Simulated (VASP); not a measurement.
# SiC (I-4m2) in VASP: further runs

The runs below take SiC through single point, with PBEsol.

All numbers are computed with VASP 6.6.1; they aren't measurements. Logs are shortened: lines on timing, memory, paths and dates and some standing lists are left out, and cuts for length are marked.

## Step 1: The cell of the first run

Symmetry: I-4m2, No. 119, tetragonal system. Conventional cell: a = 2.829 Å, b = 2.829 Å, c = 4.348 Å, α = 90.00°, β = 90.00°, γ = 90.00°. Within 2.4 Å of Si (site symmetry -4m2) lie 4 C at 1.78 Å. Within 2.4 Å of C (site symmetry -4m2) lie 4 Si at 1.78 Å.

## Step 2: Single point, PBEsol (strain -0.080 along x and y, +0.000 along z)

INCAR reads:

```
  ALGO = Normal
  EDIFF = 1E-6
  ENCUT = 520
  GGA = PS
  ISIF = 2
  ISMEAR = 0
  LASPH = T
  LCHARG = T
  LELF = T
  LREAL = F
  LVHAR = T
  LWAVE = F
  NBANDS = 11
  NELM = 60
  PREC = Accurate
  SIGMA = 0.05
```

KPOINTS reads:

```
k-points
0
Gamma
  12 12 12
```

POSCAR reads:

```
SiC
1.0
    0.0000000000      2.0000800000      2.1740000000
    2.0000800000      0.0000000000      2.1740000000
    2.0000800000      2.0000800000      0.0000000000
Si C
1 1
Direct
    0.0000000000      0.0000000000      0.0000000000
    0.7500000000      0.7500000000      0.7500000000
```

Potentials or basis: VASP PAW PBE potentials, release 64 (Si, C).

The run is started by

```console
$ cat potpaw_PBE.64/Si/POTCAR potpaw_PBE.64/C/POTCAR > POTCAR
$ mpirun -np 1 vasp_std > vasp.out
```

OUTCAR:

```text
EDIFF = 1E-6
   ENCUT = 520
   GGA = PS
   ISIF = 2
   ISMEAR = 0
   LASPH = T
   LREAL = F
   NELM = 60
   PREC = Accurate

 ion  position               nearest neighbor table
   1  0.000  0.000  0.000-   2 1.78   2 1.78   2 1.78   2 1.78
   2  0.750  0.750  0.750-   1 1.78   1 1.78   1 1.78   1 1.78

  LATTYP: Found a body centered tetragonal cell.
 ALAT       =     2.8285402618
 C/A-ratio  =     1.5371886548

  Lattice vectors:

 A1 = (  -2.0000800000,   0.0000000000,   2.1740000000)
 A2 = (   2.0000800000,   0.0000000000,   2.1740000000)
 A3 = (   0.0000000000,   2.0000800000,  -2.1740000000)

Analysis of symmetry for initial positions (statically):
=====================================================================
 Subroutine PRICEL returns:
 Original cell was already a primitive cell.

 Routine SETGRP: Setting up the symmetry group for a
 body centered tetragonal supercell.

 Subroutine GETGRP returns: Found  8 space group operations
 (whereof  8 operations were pure point group operations)
 out of a pool of 16 trial point group operations.

The static configuration has the point symmetry D_2d.

Analysis of symmetry for dynamics (positions and initial velocities):
=====================================================================
 Subroutine PRICEL returns:
 Original cell was already a primitive cell.

 Routine SETGRP: Setting up the symmetry group for a
 body centered tetragonal supercell.

 Subroutine GETGRP returns: Found  8 space group operations
 (whereof  8 operations were pure point group operations)
 out of a pool of 16 trial point group operations.

The dynamic configuration has the point symmetry D_2d.

 Subroutine INISYM returns: Found  8 space group operations
 (whereof  8 operations are pure point group operations),
 and found     1 'primitive' translations

----------------------------------------------------------------------------------------

                                     Primitive cell

  volume of cell :      17.3934

  direct lattice vectors                    reciprocal lattice vectors
     0.000000000  2.000080000  2.174000000    -0.249990000  0.249990000  0.229990800
     2.000080000  0.000000000  2.174000000     0.249990000 -0.249990000  0.229990800
     2.000080000  2.000080000  0.000000000     0.249990000  0.249990000 -0.229990800

  length of vectors
     2.954081246  2.954081246  2.828540262     0.421765064  0.421765064  0.421765064

  position of ions in fractional coordinates (direct lattice)
     0.000000000  0.000000000  0.000000000
     0.750000000  0.750000000  0.750000000

  ion indices of the primitive-cell ions
   primitive index   ion index
                 1           1
                 2           2

----------------------------------------------------------------------------------------

 KPOINTS: k-points

Automatic generation of k-mesh.
 Grid dimensions read from file:
 generate k-points for:   12   12   12

 Generating k-lattice:

  Cartesian coordinates                     Fractional coordinates (reciprocal lattice)
    -0.020832500  0.020832500  0.019165900     0.083333333  0.000000000  0.000000000
     0.020832500 -0.020832500  0.019165900     0.000000000  0.083333333  0.000000000
     0.020832500  0.020832500 -0.019165900     0.000000000  0.000000000  0.083333333

  Length of vectors
     0.035147089  0.035147089  0.035147089

  Shift w.r.t. Gamma in fractional coordinates (k-lattice)
     0.000000000  0.000000000  0.000000000

 Subroutine IBZKPT returns following result:
 ===========================================

 Found    163 irreducible k-points:

 Following reciprocal coordinates:
            Coordinates               Weight
  0.000000  0.000000  0.000000      1.000000
  0.083333 -0.000000  0.000000      8.000000
  0.166667  0.000000  0.000000      8.000000
  0.250000  0.000000  0.000000      8.000000
  0.333333  0.000000  0.000000      8.000000
  0.416667  0.000000  0.000000      8.000000
[... 16 lines left out ...]
  0.500000  0.166667  0.000000      8.000000
 -0.416667  0.166667  0.000000      8.000000
 [... further k-points ...]
   k-points           NKPTS =    163   k-points in BZ     NKDIM =    163   number of bands    NBANDS=     11
   number of dos      NEDOS =    301   number of ions     NIONS =      2
   total plane-waves  NPLWV =  13824
   dimension x,y,z NGX =    24 NGY =   24 NGZ =   24
   dimension x,y,z NGXF=    48 NGYF=   48 NGZF=   48
   ions per type =               1   1
   NGX,Y,Z   is equivalent  to a cutoff of  13.51, 13.51, 14.11 a.u.
   NGXF,Y,Z  is equivalent  to a cutoff of  27.01, 27.01, 28.21 a.u.
 SYSTEM =  unknown system
   PREC   = accura    normal or accurate (medium, high low for compatibility)
   ISTART =      0    job   : 0-new  1-cont  2-samecut
   ICHARG =      2    charge: 1-file 2-atom 10-const
   ISPIN  =      1    spin polarized calculation?
   LNONCOLLINEAR =      F non collinear calculations
   LSORBIT =      F    spin-orbit coupling
[... 56 lines left out ...]
 fundamental gap:      0.5300166428
 Fermi energy:        10.7049845844

 k-point     1 :       0.0000    0.0000    0.0000
  band No.  band energies     occupation
      1      -6.7184      2.00000
      2       9.7097      2.00000
      3      10.3888      2.00000
      4      10.3888      2.00000
      5      18.3329      0.00000
      6      18.6798      0.00000
      7      18.6798      0.00000
      8      18.7812      0.00000
      9      23.9666      0.00000
     10      26.4298      0.00000
     11      27.1646      0.00000

 k-point     2 :       0.0833   -0.0000    0.0000
  band No.  band energies     occupation
      1      -6.5618      2.00000
      2       9.2653      2.00000
      3       9.9511      2.00000
      4      10.3226      2.00000
      5      18.2056      0.00000
      6      18.8195      0.00000
      7      18.8958      0.00000
      8      19.2608      0.00000
      9      23.3078      0.00000
     10      26.0694      0.00000
     11      27.4250      0.00000

 k-point     3 :       0.1667    0.0000    0.0000
  band No.  band energies     occupation
      1      -6.0959      2.00000
      2       7.6286      2.00000
      3       9.4950      2.00000
      4      10.1595      2.00000
      5      17.6941      0.00000
      6      19.0784      0.00000
      7      19.3811      0.00000
      8      20.2650      0.00000
      9      23.0246      0.00000
     10      24.7729      0.00000
     11      27.4858      0.00000

 k-point     4 :       0.2500    0.0000    0.0000
  band No.  band energies     occupation
      1      -5.3333      2.00000
      2       5.5204      2.00000
      3       9.0862      2.00000
      4       9.9712      2.00000
      5      17.0770      0.00000
      6      18.9107      0.00000
      7      19.6339      0.00000
      8      21.1306      0.00000
      9      23.9505      0.00000
     10      24.4775      0.00000
     11      27.2201      0.00000

 k-point     5 :       0.3333    0.0000    0.0000
  band No.  band energies     occupation
      1      -4.3076      2.00000
      2       3.3907      2.00000
      3       8.7425      2.00000
      4       9.8149      2.00000
      5      16.5150      0.00000
      6      18.6392      0.00000
      7      19.3605      0.00000
      8      21.4033      0.00000
      9      25.4947      0.00000
     10      25.6084      0.00000
     11      27.7940      0.00000
[... 211 lines left out ...]
 k-point    21 :       0.3333    0.1667    0.0000
  band No.  band energies     occupation
      1      -4.6512      2.00000
      2       5.1106      2.00000
      3       7.8558      2.00000
      4       8.7847      2.00000
      5      15.5627      0.00000
      6      19.1242      0.00000
      7      20.4693      0.00000
      8      21.5814      0.00000
      9      24.0933      0.00000
     10      27.8491      0.00000
     11      29.8170      0.00000

 k-point    22 :       0.4167    0.1667    0.0000
  band No.  band energies     occupation
      1      -3.6009      2.00000
      2       3.2769      2.00000
      3       7.0511      2.00000
      4       8.7594      2.00000
      5      15.5226      0.00000
      6      19.1603      0.00000
      7      21.1997      0.00000
      8      21.5335      0.00000
      9      25.1175      0.00000
     10      28.8482      0.00000
     11      29.7094      0.00000

 k-point    23 :       0.5000    0.1667    0.0000
  band No.  band energies     occupation
      1      -2.4653      2.00000
      2       1.6367      2.00000
      3       6.4594      2.00000
      4       8.9104      2.00000
      5      15.7316      0.00000
      6      19.0050      0.00000
      7      20.6339      0.00000
      8      22.5914      0.00000
      9      26.1105      0.00000
     10      28.9646      0.00000
     11      29.8105      0.00000

 k-point    24 :      -0.4167    0.1667    0.0000
  band No.  band energies     occupation
      1      -2.0114      2.00000
      2       1.0740      2.00000
      3       6.1201      2.00000
      4       9.2116      2.00000
      5      16.2073      0.00000
      6      18.9046      0.00000
      7      20.1948      0.00000
      8      22.6877      0.00000
      9      26.8950      0.00000
     10      27.3451      0.00000
     11      29.7687      0.00000

 [... further k-points ...]
[... 5 lines left out ...]
  --------------------------------------------------------------------------------------
  -------------------------------------------------------------------------------------
  Total        6.6744249      6.6744249      3.8937942      0.0000000      0.0000000      0.0000000
  in kB      614.8089264    614.8089264    358.6735090      0.0000000      0.0000000      0.0000000
  external PRESSURE =     529.4304539 kB  Pullay stress =       0.0000000 kB

 VOLUME and BASIS-vectors are now :
 -----------------------------------------------------------------------------
  energy-cutoff  :      520.00
  volume of cell :       17.39
      direct lattice vectors                 reciprocal lattice vectors
     0.000000000  2.000080000  2.174000000    -0.249990000  0.249990000  0.229990800
     2.000080000  0.000000000  2.174000000     0.249990000 -0.249990000  0.229990800
     2.000080000  2.000080000  0.000000000     0.249990000  0.249990000 -0.229990800

 POSITION                                       TOTAL-FORCE (eV/Angst)
 -----------------------------------------------------------------------------------
      0.00000      0.00000      0.00000        -0.000000     -0.000000     -0.000000
      3.00012      3.00012      3.26100         0.000000      0.000000      0.000000
 -----------------------------------------------------------------------------------
    total drift:                                0.000000      0.000000     -0.000000

  FREE ENERGIE OF THE ION-ELECTRON SYSTEM (eV)
  ---------------------------------------------------
  free  energy   TOTEN  =       -15.3587394496 eV

  energy  without entropy=      -15.3587394496  energy(sigma->0) =      -15.35873945
```

Wall time 18 s (1 thread of Intel Xeon Platinum 8259CL at 2.50GHz (Skylake/Cascade Lake), shared host); peak memory 0.15 GiB.

Results:

```yaml
Free_energy: -15.3587 eV
Pressure: 52.9 GPa
Band_gap_on_the_k_mesh: 0.53 eV, indirect (least direct gap 4.51 eV)
```

Stress tensor (GPa, compression positive):
```
61.48  0.00  0.00
 0.00 61.48  0.00
 0.00  0.00 35.87
```

Caveat: the cell differs from its parent crystal (strain -0.080 along x and y, +0.000 along z); the PAW data sets were made with another functional, which shifts forces and pressure a little.

## Step 3: Single point, PBEsol (strain -0.040 along x and y, -0.080 along z)

INCAR reads:

```
  ALGO = Normal
  EDIFF = 1E-6
  ENCUT = 520
  GGA = PS
  ISIF = 2
  ISMEAR = 0
  LASPH = True
  LCHARG = False
  LREAL = False
  LWAVE = False
  NBANDS = 11
  NELM = 60
  PREC = Accurate
  SIGMA = 0.05
```

KPOINTS is that of step 2.

POSCAR reads:

```
SiC
1.0
    0.0000000000      2.0870400000      2.0000800000
    2.0870400000      0.0000000000      2.0000800000
    2.0870400000      2.0870400000      0.0000000000
Si C
1 1
Direct
    0.0000000000      0.0000000000      0.0000000000
    0.7500000000      0.7500000000      0.7500000000
```

Potentials or basis: VASP PAW PBE potentials, release 64 (Si, C).

The run is started by

```console
$ cat potpaw_PBE.64/Si/POTCAR potpaw_PBE.64/C/POTCAR > POTCAR
$ mpirun -np 1 vasp_std > vasp.out
```

Wall time 16 s (1 thread of Intel Xeon Platinum 8259CL at 2.50GHz (Skylake/Cascade Lake), shared host); peak memory 0.15 GiB.

Results (log left out):

```
Free energy            : -15.4259 eV
Pressure               : 52.8 GPa
Band gap on the k mesh : 0.59 eV, indirect (least direct gap 4.55 eV)
```

Stress tensor (GPa, compression positive):
```
49.81  0.00  0.00
 0.00 49.81  0.00
 0.00  0.00 58.87
```

Levels at points of the mesh, in eV from the valence-band top:
| k point | band 1 | band 2 | band 3 | band 4 | band 5 | band 6 | band 7 | band 8 |
| --- | --- | --- | --- | --- | --- | --- | --- | --- |
| (0.00, 0.00, 0.00) | -17.03 | -0.28 | -0.28 | 0.00 | 8.03 | 8.29 | 8.38 | 8.38 |
| (0.50, 0.00, 0.00) | -12.73 | -9.80 | -1.56 | -0.99 | 6.55 | 7.28 | 8.33 | 10.74 |
| (0.50, 0.50, 0.00) | -10.81 | -8.22 | -4.07 | -4.07 | 0.59 | 4.13 | 15.65 | 15.65 |
| (0.50, 0.00, 0.50) | -11.23 | -8.82 | -3.57 | -3.51 | 1.03 | 4.92 | 15.09 | 16.65 |

Caveat: the cell differs from its parent crystal (strain -0.040 along x and y, -0.080 along z); the PAW data sets were made with another functional, which shifts forces and pressure a little. A k mesh can miss the band edges.

## Step 4: Single point, PBEsol (strain -0.040 along x and y, +0.000 along z)

INCAR reads:

```
SYSTEM = SiC
PREC = Accurate
ENCUT = 520
EDIFF = 1E-6
ISMEAR = 0
SIGMA = 0.05
LREAL = .False.
LASPH = .True.
NELM = 100
ALGO = Normal
ISIF = 2
LWAVE = .False.
LCHARG = .False.
GGA = PS
NBANDS = 11
```

KPOINTS reads:

```
Automatic mesh
0
Gamma
  12 12 12
  0 0 0
```

POSCAR reads:

```
SiC
1.0
    0.0000000000      2.0870400000      2.1740000000
    2.0870400000      0.0000000000      2.1740000000
    2.0870400000      2.0870400000      0.0000000000
Si C
1 1
Direct
    0.0000000000      0.0000000000      0.0000000000
    0.7500000000      0.7500000000      0.7500000000
```

The run is started by

```console
$ cat potpaw_PBE.64/Si/POTCAR potpaw_PBE.64/C/POTCAR > POTCAR
$ mpirun -np 1 vasp_std > vasp.out
```

It took 17 s on 1 thread of Intel Xeon Platinum 8259CL at 2.50GHz (Skylake/Cascade Lake), shared host; peak memory 0.15 GiB.

The run converged. Its results:

* Free energy: -15.7766 eV
* Pressure: 23.3 GPa
* Band gap on the k mesh: 0.92 eV, indirect (least direct gap 4.48 eV)

Stress tensor (GPa, compression positive):
```
27.08  0.00  0.00
 0.00 27.08  0.00
 0.00  0.00 15.73
```

Levels at points of the mesh, in eV from the valence-band top:
| k point | band 2 | band 3 | band 4 | band 5 | band 6 | band 7 |
| --- | --- | --- | --- | --- | --- | --- |
| (0.00, 0.00, 0.00) | -0.30 | 0.00 | 0.00 | 7.11 | 7.75 | 7.75 |
| (0.50, 0.00, 0.00) | -9.21 | -1.45 | -0.90 | 5.82 | 7.33 | 7.75 |
| (0.50, 0.50, 0.00) | -8.60 | -3.16 | -3.16 | 1.32 | 4.90 | 15.03 |
| (0.50, 0.00, 0.50) | -8.05 | -3.67 | -3.60 | 0.92 | 4.17 | 14.08 |

Caveat: the cell differs from its parent crystal (strain -0.040 along x and y, +0.000 along z); the PAW data sets were made with another functional, which shifts forces and pressure a little. A k mesh can miss the band edges.

## Step 5: Single point, PBEsol (strain +0.000 along x and y, -0.040 along z)

INCAR reads:

```
SYSTEM = SiC
PREC = Accurate ; ENCUT = 520
EDIFF = 1E-6 ; ISMEAR = 0
SIGMA = 0.05 ; LREAL = .False.
LASPH = .True. ; NELM = 80
ALGO = Normal ; ISIF = 2
LWAVE = .False. ; LCHARG = .False.
GGA = PS ; NBANDS = 11
```

KPOINTS reads:

```
regular mesh
0
Gamma
  12 12 12
  0 0 0
```

POSCAR reads:

```
SiC
1.0
    0.0000000000      2.1740000000      2.0870400000
    2.1740000000      0.0000000000      2.0870400000
    2.1740000000      2.1740000000      0.0000000000
Si C
1 1
Direct
    0.0000000000      0.0000000000      0.0000000000
    0.7500000000      0.7500000000      0.7500000000
```

The run is started by

```console
$ cat potpaw_PBE.64/Si/POTCAR potpaw_PBE.64/C/POTCAR > POTCAR
$ mpirun -np 1 vasp_std > vasp.out
```

It took 17 s on 1 thread of Intel Xeon Platinum 8259CL at 2.50GHz (Skylake/Cascade Lake), shared host; peak memory 0.15 GiB.

It converged, with:

```yaml
Free_energy: -15.8641 eV
Pressure: 11.6 GPa
Band_gap_on_the_k_mesh: 0.77 eV, indirect (least direct gap 4.44 eV)
```

Stress tensor (GPa, compression positive):
```
 8.51  0.00  0.00
 0.00  8.51  0.00
 0.00  0.00 17.88
```

Levels at points of the mesh, in eV from the valence-band top:
```
           k point  band 1  band 2  band 3  band 4  band 5  band 6  band 7  band 8
(0.00, 0.00, 0.00)  -15.98   -0.26   -0.26    0.00    6.56    7.34    7.44    7.44
(0.50, 0.00, 0.00)  -12.19   -9.04   -1.49   -1.00    5.48    6.83    7.65   10.03
(0.50, 0.50, 0.00)  -10.45   -7.81   -3.78   -3.78    0.77    3.71   14.20   14.20
(0.50, 0.00, 0.50)  -10.80   -8.34   -3.35   -3.29    1.15    4.43   13.71   14.87
```

Caveat: the cell differs from its parent crystal (strain +0.000 along x and y, -0.040 along z); the PAW data sets were made with another functional, which shifts forces and pressure a little. A k mesh can miss the band edges.

## Step 6: Summary

| cell | gap on the mesh (eV) | pressure (GPa) |
| --- | --- | --- |
| a = 2.954, b = 2.954, c = 2.829 Å, angles 61.4, 61.4, 57.2°, 2 atoms | 0.53 | 52.9 |
| a = 2.891, b = 2.891, c = 2.952 Å, angles 59.3, 59.3, 61.4°, 2 atoms | 0.59 | 52.8 |
| a = 3.014, b = 3.014, c = 2.952 Å, angles 60.7, 60.7, 58.6°, 2 atoms | 0.92 | 23.3 |
| a = 3.014, b = 3.014, c = 3.075 Å, angles 59.3, 59.3, 61.3°, 2 atoms | 0.77 | 11.6 |

Alike in all rows: task single point; level PBEsol; potentials or basis VASP PAW PBE potentials, release 64 (Si, C); no spin polarisation; k mesh 12 × 12 × 12; cutoff (eV) 520; smearing gaussian 0.05 eV.

Caveats: the PAW data sets were made with another functional, which shifts forces and pressure a little.

Total energies depend on the potentials used, so only differences within one code and one set of settings carry meaning.
